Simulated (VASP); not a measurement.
# HfN (F-43m) in VASP: a series of runs

Runs on HfN. Level: LDA. Tasks: single point.

All numbers are computed with VASP 6.6.1; they aren't measurements. Logs are shortened: lines on timing, memory, paths and dates and some standing lists are left out, and cuts for length are marked.

**1. The cell of the first run**

It takes space group F-43m (No. 216, cubic). Conventional cell: a = 4.826 Å, b = 4.826 Å, c = 4.826 Å, α = 90.00°, β = 90.00°, γ = 90.00°. Hf (site symmetry -43m) has 4 N at 2.09 Å within 2.8 Å. Within 2.8 Å of N (site symmetry -43m) lie 4 Hf at 2.09 Å.

**2. Single point, LDA**

INCAR

```
PREC = Accurate
ENCUT = 520
EDIFF = 1E-6
ISMEAR = -1
SIGMA = 0.05
LREAL = F
LASPH = T
NELM = 80
ALGO = Normal
ISIF = 2
LWAVE = F
LCHARG = T
GGA = CA
LELF = T
LVHAR = T
NBANDS = 14
```

KPOINTS

```
regular mesh
0
Gamma
  10 10 10
```

POSCAR

```
HfN
1.0
    0.0000000000      2.4132068080      2.4132068080
    2.4132068080      0.0000000000      2.4132068080
    2.4132068080      2.4132068080      0.0000000000
Hf N
1 1
Direct
    0.0000000000      0.0000000000      0.0000000000
    0.7500000000      0.7500000000      0.7500000000
```

Potentials or basis: VASP PAW LDA potentials, release 64 (Hf_pv, N).

Started as:

```sh
$ cat potpaw_LDA.64/Hf_pv/POTCAR potpaw_LDA.64/N/POTCAR > POTCAR
$ mpirun -np 1 vasp_std > vasp.out
```

OUTCAR:

```text
PREC = Accurate
   ENCUT = 520
   EDIFF = 1E-6
   ISMEAR = -1
   LREAL = F
   LASPH = T
   NELM = 80
   ISIF = 2
   GGA = CA

 ion  position               nearest neighbor table
   1  0.000  0.000  0.000-   2 2.09   2 2.09   2 2.09   2 2.09
   2  0.750  0.750  0.750-   1 2.09   1 2.09   1 2.09   1 2.09

  LATTYP: Found a face centered cubic cell.
 ALAT       =     4.8264136160

  Lattice vectors:

 A1 = (   0.0000000000,   2.4132068080,   2.4132068080)
 A2 = (   2.4132068080,   0.0000000000,   2.4132068080)
 A3 = (   2.4132068080,   2.4132068080,   0.0000000000)

Analysis of symmetry for initial positions (statically):
=====================================================================
 Subroutine PRICEL returns:
 Original cell was already a primitive cell.

 Routine SETGRP: Setting up the symmetry group for a
 face centered cubic supercell.

 Subroutine GETGRP returns: Found 24 space group operations
 (whereof 24 operations were pure point group operations)
 out of a pool of 48 trial point group operations.

The static configuration has the point symmetry T_d .

Analysis of symmetry for dynamics (positions and initial velocities):
=====================================================================
 Subroutine PRICEL returns:
 Original cell was already a primitive cell.

 Routine SETGRP: Setting up the symmetry group for a
 face centered cubic supercell.

 Subroutine GETGRP returns: Found 24 space group operations
 (whereof 24 operations were pure point group operations)
 out of a pool of 48 trial point group operations.

The dynamic configuration has the point symmetry T_d .

 Subroutine INISYM returns: Found 24 space group operations
 (whereof 24 operations are pure point group operations),
 and found     1 'primitive' translations

----------------------------------------------------------------------------------------

                                     Primitive cell

  volume of cell :      28.1069

  direct lattice vectors                    reciprocal lattice vectors
     0.000000000  2.413206808  2.413206808    -0.207193183  0.207193183  0.207193183
     2.413206808  0.000000000  2.413206808     0.207193183 -0.207193183  0.207193183
     2.413206808  2.413206808  0.000000000     0.207193183  0.207193183 -0.207193183

[... 83 lines left out ...]
   EDIFF  = 0.1E-05   stopping-criterion for ELM
   LREAL  =      F    real-space projection
   EDIFFG = 0.1E-04   stopping-criterion for IOM
   NSW    =      0    number of steps for IOM
   IBRION =     -1    ionic relax: 0-MD 1-quasi-New 2-CG
   NFREE  =      0    steps in history (QN), initial steepest desc. (CG)
   ISIF   =      2    stress and relaxation
   ISYM   =      2    0-nonsym 1-usesym 2-fastsym
   POTIM  = 0.5000    time-step for ionic-motion
   TEBEG  =    0.0;   TEEND  =   0.0 temperature during run
   PSTRESS=    0.0 pullay stress
   NELECT =      15.0000    total number of electrons
   NUPDOWN=      -1.0000    fix difference up-down
   EMIN   =  10.00;   EMAX   =-10.00  energy-range for DOS
   EFERMI =   0.00;   METHOD = LEGACY
   ISMEAR =    -1;   SIGMA  =   0.05  broadening in eV -4-tet -1-fermi 0-gaus
   EFERMI_NEDOS =   21; number of points for ismear=-14 and -15
   IALGO  =     38    algorithm
   IMIX   =      4    mixing-type and parameters
     AMIX     =   0.40;   BMIX     =  1.00
     AMIX_MAG =   1.60;   BMIX_MAG =  1.00
  volume/ion in A,a.u.               =      14.05        94.84
  Fermi-wavevector in a.u.,A,eV,Ry     =   1.327906  2.509379 23.991625  1.763335
  Thomas-Fermi vector in A             =   2.457183
   LORBIT       =      0    0 simple, 1 ext, 2 COOP (PROOUT), +10 PAW based schemes
   GGA     = CA    functional components
   LHFCALC =     F    Hartree Fock is set to
   AEXX    =    0.0000 exact exchange contribution
   IVDW    =     0    specifies the selected vdW correction
   LEPSILON=     F    determine dielectric tensor
   LRPA    =     F    only Hartree local field effects (RPA)
 non-spin polarized calculation
  energy-cutoff  :      520.00
  volume of cell :       28.11
 maximum number of plane-waves:       769
 NGX is ok and might be reduce to    28
   NGX = 13   NGY = 13   NGZ = 13

 number of electron      15.0000001 magnetization

 Free energy of the ion-electron system (eV)
  ---------------------------------------------------
  ext. energy  EPLUGINS =         0.00000000
  ---------------------------------------------------
  free energy    TOTEN  =       -23.06620378 eV

  energy without entropy =      -23.06195522  energy(sigma->0) =      -23.06407950

 E-fermi :   5.9555     XC(G=0): -11.7499

 val. band max:        5.8881318176   @ k =   0.3000   0.2000   0.0000
 cond. band min:       6.0089392670   @ k =   0.4000   0.2000   0.0000
 fundamental gap:      0.1208074494
 Fermi energy:         5.9554524852

 k-point     1 :       0.0000    0.0000    0.0000
  band No.  band energies     occupation
      1     -24.7761      2.00000
      2     -24.7761      2.00000
      3     -24.7761      2.00000
      4     -10.1979      2.00000
      5       0.2846      2.00000
      6       0.2846      2.00000
      7       0.2846      2.00000
      8       5.4816      1.99985
      9       8.2221      0.00000
     10       8.2222      0.00000
     11      12.8550      0.00000
     12      12.8550      0.00000
     13      12.8550      0.00000
     14      17.6127      0.00000
[... 377 lines left out ...]
      1     -25.2508      2.00000
      2     -24.9481      2.00000
      3     -24.9300      2.00000
      4      -8.8132      2.00000
      5      -1.0096      2.00000
      6       1.6704      2.00000
      7       1.7405      2.00000
      8       5.1523      2.00000
      9       8.8597      0.00000
     10       9.5976      0.00000
     11      11.7345      0.00000
     12      12.1817      0.00000
     13      13.3748      0.00000
     14      17.4565      0.00000

 [... further k-points ...]
[... 5 lines left out ...]
  --------------------------------------------------------------------------------------
  -------------------------------------------------------------------------------------
  Total        0.0234706      0.0234706      0.0234706     -0.0000000      0.0000000     -0.0000000
  in kB        1.3378940      1.3378940      1.3378940     -0.0000000      0.0000000     -0.0000000
  external PRESSURE =       1.3378940 kB  Pullay stress =       0.0000000 kB

 VOLUME and BASIS-vectors are now :
 -----------------------------------------------------------------------------
  energy-cutoff  :      520.00
  volume of cell :       28.11
      direct lattice vectors                 reciprocal lattice vectors
     0.000000000  2.413206808  2.413206808    -0.207193183  0.207193183  0.207193183
     2.413206808  0.000000000  2.413206808     0.207193183 -0.207193183  0.207193183
     2.413206808  2.413206808  0.000000000     0.207193183  0.207193183 -0.207193183

 POSITION                                       TOTAL-FORCE (eV/Angst)
 -----------------------------------------------------------------------------------
      0.00000      0.00000      0.00000        -0.000000     -0.000000     -0.000000
      3.61981      3.61981      3.61981         0.000000      0.000000      0.000000
 -----------------------------------------------------------------------------------
    total drift:                                0.000000      0.000000      0.000000

  FREE ENERGIE OF THE ION-ELECTRON SYSTEM (eV)
  ---------------------------------------------------
  free  energy   TOTEN  =       -23.0662037770 eV

  energy  without entropy=      -23.0619552162  energy(sigma->0) =      -23.06407950
```

OSZICAR:

```text
N       E                     dE             d eps       ncg     rms          rms(c)
DAV:   1     0.379833384006E+02    0.37983E+02   -0.78474E+03  1316   0.979E+02
DAV:   2    -0.244270345354E+02   -0.62410E+02   -0.58345E+02  1746   0.222E+02
DAV:   3    -0.266351999720E+02   -0.22082E+01   -0.21987E+01  1556   0.344E+01
DAV:   4    -0.266462899861E+02   -0.11090E-01   -0.11089E-01  1544   0.293E+00
DAV:   5    -0.266464010850E+02   -0.11110E-03   -0.11110E-03  1574   0.259E-01    0.601E+01
DAV:   6    -0.232451123604E+02    0.34013E+01   -0.12658E+01  1346   0.248E+01    0.432E+01
DAV:   7    -0.231028220989E+02    0.14229E+00   -0.67238E-01  1466   0.630E+00    0.257E+01
DAV:   8    -0.230713889460E+02    0.31433E-01   -0.90799E-02  1592   0.265E+00    0.570E+00
DAV:   9    -0.230663996434E+02    0.49893E-02   -0.14602E-02  1514   0.905E-01    0.167E+00
DAV:  10    -0.230662593290E+02    0.14031E-03   -0.12594E-03  1574   0.312E-01    0.398E-01
DAV:  11    -0.230662047015E+02    0.54627E-04   -0.15107E-04  1586   0.108E-01    0.568E-02
DAV:  12    -0.230662038656E+02    0.83593E-06   -0.16641E-05  1634   0.318E-02    0.230E-02
DAV:  13    -0.230662037770E+02    0.88560E-07   -0.34616E-07  1018   0.559E-03
   1 F= -.23066204E+02 E0= -.23064079E+02  d E =-.424856E-02
```

stdout:

```text
POSCAR found type information on POSCAR HfN
 POSCAR found :  2 types and       2 ions
 scaLAPACK will be used
 LDA part: xc-table for (Slater(with rela. corr.)+CA(PZ))
 , standard interpolation
 POSCAR, INCAR and KPOINTS ok, starting setup
 FFT: planning ... GRIDC
 FFT: planning ... GRID_SOFT
 FFT: planning ... GRID
 WAVECAR not read
 entering main loop
```

It took 36 s on 1 thread of AMD EPYC 7R43 (Zen 3), shared host; peak memory 0.12 GiB.

Results:

| Property | Result |
| --- | --- |
| Free energy | -23.0662 eV |
| Pressure | 0.1 GPa |

Levels at points of the mesh, in eV from the Fermi level:
```
           k point  band 4  band 5  band 6  band 7  band 8  band 9  band 10  band 11
(0.00, 0.00, 0.00)  -16.15   -5.67   -5.67   -5.67   -0.47    2.27     2.27     6.90
(0.50, 0.00, 0.00)  -14.93   -5.75   -5.04   -5.04    1.66    2.82     2.82     4.46
(0.50, 0.50, 0.00)  -14.50   -7.17   -3.60   -3.60   -1.10    2.28     4.20     4.92
```

Caveat: spin-orbit coupling is left out, which moves the levels of the heavy elements.

**3. Single point, LDA**

This run uses another cell than the first one, of 14.50 Å³/atom, 1.032 times its volume.

INCAR

```
SYSTEM = HfN
PREC = Accurate ; ENCUT = 520
EDIFF = 1E-7 ; ISMEAR = -1
SIGMA = 0.05 ; LREAL = .FALSE.
LASPH = .TRUE. ; NELM = 100
ALGO = Normal ; ISIF = 2
LWAVE = .FALSE. ; LCHARG = .FALSE.
NBANDS = 14
```

KPOINTS

```
regular mesh
0
G
  10 10 10
  0 0 0
```

POSCAR

```
HfN
1.0
    0.0000000000      2.4383461881      2.4383461881
    2.4383461881      0.0000000000      2.4383461881
    2.4383461881      2.4383461881      0.0000000000
Hf N
1 1
Direct
    0.0000000000      0.0000000000      0.0000000000
    0.7500000000      0.7500000000      0.7500000000
```

Potentials or basis: VASP PAW LDA potentials, release 64 (Hf_pv, N).

Started as:

```sh
$ cat potpaw_LDA.64/Hf_pv/POTCAR potpaw_LDA.64/N/POTCAR > POTCAR
$ mpirun -np 1 vasp_std > vasp.out
```

It took 36 s on 1 thread of AMD EPYC 7R43 (Zen 3), shared host; peak memory 0.12 GiB.

Results (log left out):

```
Free energy : -23.0493 eV
Pressure    : -6.2 GPa
```

Levels at points of the mesh, in eV from the Fermi level:
| k point | band 3 | band 4 | band 5 | band 6 | band 7 | band 8 | band 9 | band 10 | band 11 | band 12 |
| --- | --- | --- | --- | --- | --- | --- | --- | --- | --- | --- |
| (0.00, 0.00, 0.00) | -30.84 | -15.99 | -5.52 | -5.52 | -5.52 | -0.55 | 2.19 | 2.19 | 6.70 | 6.70 |
| (0.50, 0.00, 0.00) | -30.91 | -14.83 | -5.69 | -4.91 | -4.91 | 1.60 | 2.72 | 2.72 | 4.35 | 5.36 |
| (0.50, 0.50, 0.00) | -31.01 | -14.43 | -7.00 | -3.57 | -3.57 | -1.09 | 2.19 | 4.04 | 4.74 | 4.74 |

Caveat: spin-orbit coupling is left out, which moves the levels of the heavy elements.

**4. Single point, LDA**

This run uses another cell than the first one, of 14.94 Å³/atom, 1.063 times its volume.

INCAR

```
PREC = Accurate ; ENCUT = 520
EDIFF = 1E-6 ; ISMEAR = -1
SIGMA = 0.05 ; LREAL = F
LASPH = T ; NELM = 60
ALGO = Normal ; ISIF = 2
LWAVE = F ; LCHARG = F
NBANDS = 14
```

KPOINTS

```
regular mesh
0
Gamma
  10 10 10
```

POSCAR

```
HfN
1.0
    0.0000000000      2.4629776147      2.4629776147
    2.4629776147      0.0000000000      2.4629776147
    2.4629776147      2.4629776147      0.0000000000
Hf N
1 1
Direct
    0.0000000000      0.0000000000      0.0000000000
    0.7500000000      0.7500000000      0.7500000000
```

Started as:

```sh
$ cat potpaw_LDA.64/Hf_pv/POTCAR potpaw_LDA.64/N/POTCAR > POTCAR
$ mpirun -np 1 vasp_std > vasp.out
```

It took 24 s on 1 thread of AMD EPYC 7R43 (Zen 3), shared host; peak memory 0.12 GiB.

The run converged. Its results:

* Free energy: -22.9998 eV
* Pressure: -11.7 GPa

Levels at points of the mesh, in eV from the Fermi level:
| k point | band 4 | band 5 | band 6 | band 7 | band 8 | band 9 | band 10 | band 11 |
| --- | --- | --- | --- | --- | --- | --- | --- | --- |
| (0.00, 0.00, 0.00) | -15.84 | -5.38 | -5.38 | -5.38 | -0.62 | 2.12 | 2.12 | 6.51 |
| (0.50, 0.00, 0.00) | -14.74 | -5.62 | -4.80 | -4.80 | 1.55 | 2.63 | 2.63 | 4.23 |
| (0.50, 0.50, 0.00) | -14.37 | -6.83 | -3.53 | -3.53 | -1.07 | 2.10 | 3.88 | 4.57 |

Caveat: spin-orbit coupling is left out, which moves the levels of the heavy elements.

**5. Single point, LDA**

This run uses another cell than the first one, of 15.38 Å³/atom, 1.095 times its volume.

INCAR

```
PREC     = Accurate       # precision mode
ENCUT    = 520            # plane-wave cutoff, eV
EDIFF    = 1E-7           # SCF threshold, eV
ISMEAR   = -1             # smearing method
SIGMA    = 0.05           # smearing width, eV
LREAL    = False          # projectors in reciprocal space
LASPH    = True           # aspherical terms in the spheres
NELM     = 100            # most SCF steps
ALGO     = Normal         # electronic algorithm
ISIF     = 2              # what is computed and relaxed
LWAVE    = False          # write WAVECAR
LCHARG   = False          # write CHGCAR
GGA      = CA             # functional
NBANDS   = 14             # bands
```

KPOINTS is that of step 4.

POSCAR

```
HfN
1.0
    0.0000000000      2.4871259940      2.4871259940
    2.4871259940      0.0000000000      2.4871259940
    2.4871259940      2.4871259940      0.0000000000
Hf N
1 1
Direct
    0.0000000000      0.0000000000      0.0000000000
    0.7500000000      0.7500000000      0.7500000000
```

Started as:

```sh
$ cat potpaw_LDA.64/Hf_pv/POTCAR potpaw_LDA.64/N/POTCAR > POTCAR
$ mpirun -np 1 vasp_std > vasp.out
```

It took 27 s on 1 thread of AMD EPYC 7R43 (Zen 3), shared host; peak memory 0.12 GiB.

It converged, with:

```yaml
Free_energy: -22.9225 eV
Pressure: -16.3 GPa
```

Levels at points of the mesh, in eV from the Fermi level:
```
           k point  band 4  band 5  band 6  band 7  band 8  band 9  band 10  band 11  band 12  band 13
(0.00, 0.00, 0.00)  -15.69   -5.24   -5.24   -5.24   -0.68    2.05     2.05     6.32     6.32     6.32
(0.50, 0.00, 0.00)  -14.65   -5.56   -4.68   -4.68    1.50    2.54     2.54     4.12     5.00     5.00
(0.50, 0.50, 0.00)  -14.30   -6.67   -3.49   -3.49   -1.05    2.02     3.73     4.41     4.41     9.58
```

Caveat: spin-orbit coupling is left out, which moves the levels of the heavy elements.

**6. Single point, LDA**

This run uses another cell than the first one, of 15.83 Å³/atom, 1.126 times its volume.

INCAR

```
SYSTEM = HfN
ALGO = Normal ; EDIFF = 1E-7
ENCUT = 520 ; GGA = CA
ISIF = 2 ; ISMEAR = -1
LASPH = .True. ; LCHARG = .False.
LREAL = .False. ; LWAVE = .False.
NBANDS = 14 ; NELM = 100
PREC = Accurate ; SIGMA = 0.05
```

KPOINTS

```
k-points
0
Gamma
  10 10 10
  0 0 0
```

POSCAR

```
HfN
1.0
    0.0000000000      2.5108143339      2.5108143339
    2.5108143339      0.0000000000      2.5108143339
    2.5108143339      2.5108143339      0.0000000000
Hf N
1 1
Direct
    0.0000000000      0.0000000000      0.0000000000
    0.7500000000      0.7500000000      0.7500000000
```

Potentials or basis: VASP PAW LDA potentials, release 64 (Hf_pv, N).

Started as:

```sh
$ cat potpaw_LDA.64/Hf_pv/POTCAR potpaw_LDA.64/N/POTCAR > POTCAR
$ mpirun -np 1 vasp_std > vasp.out
```

It took 27 s on 1 thread of AMD EPYC 7R43 (Zen 3), shared host; peak memory 0.11 GiB.

It converged, with:

| Item | Value |
| --- | --- |
| Free energy | -22.8215 eV |
| Pressure | -20.2 GPa |

Levels at points of the mesh, in eV from the Fermi level:
```
           k point  band 4  band 5  band 6  band 7  band 8  band 9  band 10  band 11
(0.00, 0.00, 0.00)  -15.54   -5.11   -5.11   -5.11   -0.75    1.99     1.99     6.13
(0.50, 0.00, 0.00)  -14.56   -5.49   -4.58   -4.58    1.45    2.45     2.45     4.01
(0.50, 0.50, 0.00)  -14.23   -6.52   -3.46   -3.46   -1.03    1.94     3.59     4.25
```

Caveat: spin-orbit coupling is left out, which moves the levels of the heavy elements.

**7. The runs side by side**

```tsv
cell	gap on the mesh (eV)	pressure (GPa)
a = 3.413 Å, angles 60.0°, 2 atoms	none	0.1
a = 3.448 Å, angles 60.0°, 2 atoms	none	-6.2
a = 3.483 Å, angles 60.0°, 2 atoms	none	-11.7
a = 3.517 Å, angles 60.0°, 2 atoms	none	-16.3
a = 3.551 Å, angles 60.0°, 2 atoms	none	-20.2
```

Alike in all rows: task single point; level LDA; potentials or basis VASP PAW LDA potentials, release 64 (Hf_pv, N); no spin polarisation; k mesh 10 × 10 × 10; cutoff (eV) 520; smearing fermi-dirac 0.05 eV.

Caveats: spin-orbit coupling is left out, which moves the levels of the heavy elements.

Absolute energies hang on the potentials; compare differences alone.
